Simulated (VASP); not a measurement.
# Al3InSb4 (P-4m2) in VASP: a series of runs, part 2 of 2

VASP 6.6.1. Earlier steps stand in the parts before.

## (3) Relaxation of cell and atoms, PBE

File INCAR:

```
SYSTEM = Al3InSb4
PREC = Accurate ; ENCUT = 600
EDIFF = 1E-6 ; ISMEAR = 0
SIGMA = 0.02 ; LREAL = .FALSE.
LASPH = .TRUE. ; NELM = 80
ALGO = Normal ; ISIF = 3
LWAVE = .FALSE. ; LCHARG = .FALSE.
GGA = PE ; IBRION = 2
NSW = 100 ; EDIFFG = -0.01
LUSENCCL = .FALSE.
```

File KPOINTS:

```
regular mesh
0
G
  6 6 4
  0 0 0
```

File POSCAR:

```
Al3InSb4
1.0
    4.4916247293      0.0000000000      0.0000000000
    0.0000000000      4.4916247293      0.0000000000
    0.0000000000      0.0000000000     12.5203496719
Al In Sb
3 1 4
Direct
    0.0000000000      0.0000000000      0.2575753319
    0.5000000000      0.5000000000      0.5000000000
    0.0000000000      0.0000000000      0.7424246681
    0.5000000000      0.5000000000      0.0000000000
    0.5000000000      0.0000000000      0.8619590934
    0.0000000000      0.5000000000      0.1380409066
    0.5000000000      0.0000000000      0.3787922603
    0.0000000000      0.5000000000      0.6212077397
```

Potentials or basis: VASP PAW PBE potentials, release 64 (Al, In_d, Sb).

Command:

```sh
$ cat potpaw_PBE.64/Al/POTCAR potpaw_PBE.64/In_d/POTCAR potpaw_PBE.64/Sb/POTCAR > POTCAR
$ mpirun -np 1 vasp_std > vasp.out
```

OUTCAR:

```text
SYSTEM = Al3InSb4
   PREC = Accurate
   ENCUT = 600
   EDIFF = 1E-6
   ISMEAR = 0
   LREAL = .FALSE.
   LASPH = .TRUE.
   NELM = 80
   ISIF = 3
   GGA = PE
   IBRION = 2
   NSW = 100
   EDIFFG = -0.01

 ion  position               nearest neighbor table
   1  0.000  0.000  0.258-   6 2.70   6 2.70   7 2.71   7 2.71
   2  0.500  0.500  0.500-   7 2.71   8 2.71   7 2.71   8 2.71
   3  0.000  0.000  0.742-   5 2.70   5 2.70   8 2.71   8 2.71
   4  0.500  0.500  0.000-   5 2.83   6 2.83   5 2.83   6 2.83
   5  0.500  0.000  0.862-   3 2.70   3 2.70   4 2.83   4 2.83
   6  0.000  0.500  0.138-   1 2.70   1 2.70   4 2.83   4 2.83
   7  0.500  0.000  0.379-   2 2.71   2 2.71   1 2.71   1 2.71
   8  0.000  0.500  0.621-   2 2.71   2 2.71   3 2.71   3 2.71

  LATTYP: Found a simple tetragonal cell.
 ALAT       =     4.4916247293
 C/A-ratio  =     2.7874879195

  Lattice vectors:

 A1 = (   4.4916247293,   0.0000000000,   0.0000000000)
 A2 = (   0.0000000000,   4.4916247293,   0.0000000000)
 A3 = (   0.0000000000,   0.0000000000,  12.5203496719)

Analysis of symmetry for initial positions (statically):
=====================================================================
 Subroutine PRICEL returns:
 Original cell was already a primitive cell.

 Routine SETGRP: Setting up the symmetry group for a
 simple tetragonal supercell.

 Subroutine GETGRP returns: Found  8 space group operations
 (whereof  8 operations were pure point group operations)
 out of a pool of 16 trial point group operations.

The static configuration has the point symmetry D_2d.

Analysis of symmetry for dynamics (positions and initial velocities):
=====================================================================
 Subroutine PRICEL returns:
 Original cell was already a primitive cell.

 Routine SETGRP: Setting up the symmetry group for a
 simple tetragonal supercell.

[... 138 lines left out ...]
  Fermi-wavevector in a.u.,A,eV,Ry     =   0.900223  1.701175 11.026183  0.810402
  Thomas-Fermi vector in A             =   2.023154
   LORBIT       =      0    0 simple, 1 ext, 2 COOP (PROOUT), +10 PAW based schemes
   GGA     = PE    functional components
   LHFCALC =     F    Hartree Fock is set to
   AEXX    =    0.0000 exact exchange contribution
   IVDW    =     0    specifies the selected vdW correction
   LEPSILON=     F    determine dielectric tensor
   LRPA    =     F    only Hartree local field effects (RPA)
 conjugate gradient relaxation of ions
 non-spin polarized calculation
 Gauss-broadening in eV      SIGMA  =   0.02
  energy-cutoff  :      600.00
  volume of cell :      252.59
 maximum number of plane-waves:      8504
 NGX is ok and might be reduce to    36
   NGX = 17   NGY = 17   NGZ = 51

--------------------------------------- Ionic step        1  -------------------------------------------

 number of electron      42.0000015 magnetization

 Free energy of the ion-electron system (eV)
  ---------------------------------------------------
  ext. energy  EPLUGINS =         0.00000000
  ---------------------------------------------------
  free energy    TOTEN  =       -31.50677391 eV

  energy without entropy =      -31.50677391  energy(sigma->0) =      -31.50677391

------------------------ aborting loop because EDIFF is reached ----------------------------------------

  FORCE on cell =-STRESS in cart. coord.  units (eV):
  Direction    XX          YY          ZZ          XY          YZ          ZX
  --------------------------------------------------------------------------------------
  -------------------------------------------------------------------------------------
  Total        0.0029789      0.0029789      0.7560861      0.0000000     -0.0000000      0.0000000
  in kB        0.0188950      0.0188950      4.7957713      0.0000000     -0.0000000      0.0000000
  external PRESSURE =       1.6111871 kB  Pullay stress =       0.0000000 kB
[... 239 lines left out ...]
--------------------------------------- Ionic step        7  -------------------------------------------

 number of electron      42.0000011 magnetization

 Free energy of the ion-electron system (eV)
  ---------------------------------------------------
  ext. energy  EPLUGINS =         0.00000000
  ---------------------------------------------------
  free energy    TOTEN  =       -31.51086964 eV

  energy without entropy =      -31.51086964  energy(sigma->0) =      -31.51086964

 E-fermi :   4.5490     XC(G=0):  -8.4687

 val. band max:        4.4588323137   @ k =   0.0000   0.0000   0.0000
 cond. band min:       5.1731297178   @ k =   0.0000   0.0000   0.0000
 fundamental gap:      0.7142974041
 Fermi energy:         4.5490488590

 k-point     1 :       0.0000    0.0000    0.0000
  band No.  band energies     occupation
      1      -9.9333      2.00000
      2      -9.8714      2.00000
      3      -9.8714      2.00000
      4      -9.8210      2.00000
      5      -9.8197      2.00000
      6      -6.0226      2.00000
[... 685 lines left out ...]
     25       6.3052      0.00000
     26       7.9299      0.00000

 [... further k-points ...]
[... 5 lines left out ...]
  --------------------------------------------------------------------------------------
  -------------------------------------------------------------------------------------
  Total        0.0401583      0.0401583      0.0152357      0.0000000      0.0000000      0.0000000
  in kB        0.2539021      0.2539021      0.0963280      0.0000000      0.0000000      0.0000000
  external PRESSURE =       0.2013774 kB  Pullay stress =       0.0000000 kB
[... 23 lines left out ...]
  FREE ENERGIE OF THE ION-ELECTRON SYSTEM (eV)
  ---------------------------------------------------
  free  energy   TOTEN  =       -31.5108696409 eV

  energy  without entropy=      -31.5108696409  energy(sigma->0) =      -31.51086964

 reached required accuracy - stopping structural energy minimisation
```

OSZICAR:

```text
N       E                     dE             d eps       ncg     rms          rms(c)
DAV:   1     0.270181467327E+03    0.27018E+03   -0.16874E+04  1560   0.151E+03
DAV:   2    -0.281892098260E+01   -0.27300E+03   -0.26775E+03  1682   0.294E+02
DAV:   3    -0.308998802319E+02   -0.28081E+02   -0.27354E+02  1960   0.983E+01
[... 50 lines left out ...]
       N       E                     dE             d eps       ncg     rms          rms(c)
DAV:   1    -0.315113649634E+02   -0.58750E-03   -0.16127E-02  2052   0.128E+00    0.131E-01
DAV:   2    -0.315109580277E+02    0.40694E-03   -0.10661E-03  2184   0.413E-01    0.588E-02
DAV:   3    -0.315108702394E+02    0.87788E-04   -0.29889E-04  2250   0.189E-01    0.280E-02
DAV:   4    -0.315108696409E+02    0.59847E-06   -0.99957E-06  1792   0.271E-02
   7 F= -.31510870E+02 E0= -.31510870E+02  d E =-.919506E-04
```

CONTCAR:

```text
Al3InSb4
    1.000000000000000
     4.4760711929250769    0.0000000000000000    0.0000000000000000
     0.0000000000000000    4.4760711929250769   -0.0000000000000000
     0.0000000000000000    0.0000000000000000   12.6481218194235652
  Al              In              Sb
     3     1     4
Direct
     1.0000000000000000    0.0000000000000000    0.2575284408371521
     0.5000000000000000    0.5000000000000000    0.5000000000000000
     1.0000000000000000    0.0000000000000000    0.7424715591628480
     0.5000000000000000    0.5000000000000000    1.0000000000000000
     0.5000000000000000    0.0000000000000000    0.8623569860662432
     1.0000000000000000    0.5000000000000000    0.1376430139337567
     0.5000000000000000    0.0000000000000000    0.3788467787647694
     1.0000000000000000    0.5000000000000000    0.6211532212352306

  0.00000000E+00  0.00000000E+00  0.00000000E+00
  0.00000000E+00  0.00000000E+00  0.00000000E+00
  0.00000000E+00  0.00000000E+00  0.00000000E+00
  0.00000000E+00  0.00000000E+00  0.00000000E+00
  0.00000000E+00  0.00000000E+00  0.00000000E+00
  0.00000000E+00  0.00000000E+00  0.00000000E+00
  0.00000000E+00  0.00000000E+00  0.00000000E+00
  0.00000000E+00  0.00000000E+00  0.00000000E+00
```

Run time: 4.6 min. Hardware: 1 × NVIDIA H100 80GB with 1 thread of AMD EPYC 7R13 (Zen 3), shared host; peak memory 1.6 GiB.

What came out:

```
Free energy                            : -31.5109 eV
Relaxed volume                         : 31.68 Å³/atom
Relaxed cell                           : a = 4.476 Å, b = 4.476 Å, c = 12.648 Å, α = 90.00°, β = 90.00°, γ = 90.00°
Space group after relaxing (to 0.05 Å) : P-4m2 (No. 115)
Energy gained by relaxing              : 0.5 meV/atom
Ionic steps                            : 7
Pressure after relaxing                : 0.0 GPa
Largest force after relaxing           : 0.006 eV/Å
Band gap on the k mesh                 : 0.71 eV, direct
```

Forces in eV/Å, atoms in the order of the input:
```
Al   0.000  0.000 -0.006
Al   0.000  0.000  0.000
Al   0.000  0.000  0.006
In   0.000  0.000  0.000
Sb   0.000  0.000  0.003
Sb   0.000  0.000 -0.003
Sb   0.000  0.000 -0.004
Sb   0.000  0.000  0.004
```

The path:
| step | energy change (eV) | largest force (eV/Å) | pressure (GPa) | volume (Å³) |
| --- | --- | --- | --- | --- |
| 1 | 0.0000 | 0.0358 | 0.16 | 252.59 |
| 2 | -0.0024 | 0.0232 | -0.05 | 253.76 |
| 3 | -0.0027 | 0.0141 | -0.19 | 254.58 |
| 4 | -0.0040 | 0.0138 | -0.07 | 253.91 |
| 5 | -0.0040 | 0.0145 | -0.06 | 253.83 |
| 6 | -0.0040 | 0.0148 | -0.05 | 253.80 |
| 7 | -0.0041 | 0.0063 | 0.02 | 253.41 |

Final structure:
```
Al In Sb
1.0
     4.47607    0.00000    0.00000
     0.00000    4.47607    0.00000
     0.00000    0.00000   12.64812
Al In Sb
3 1 4
Direct
  0.00000 0.00000 0.25753
  0.50000 0.50000 0.50000
  0.00000 0.00000 0.74247
  0.50000 0.50000 0.00000
  0.50000 0.00000 0.86236
  0.00000 0.50000 0.13764
  0.50000 0.00000 0.37885
  0.00000 0.50000 0.62115
```

Caveat: spin-orbit coupling is left out, which moves the levels of the heavy elements. A k mesh can miss the band edges.
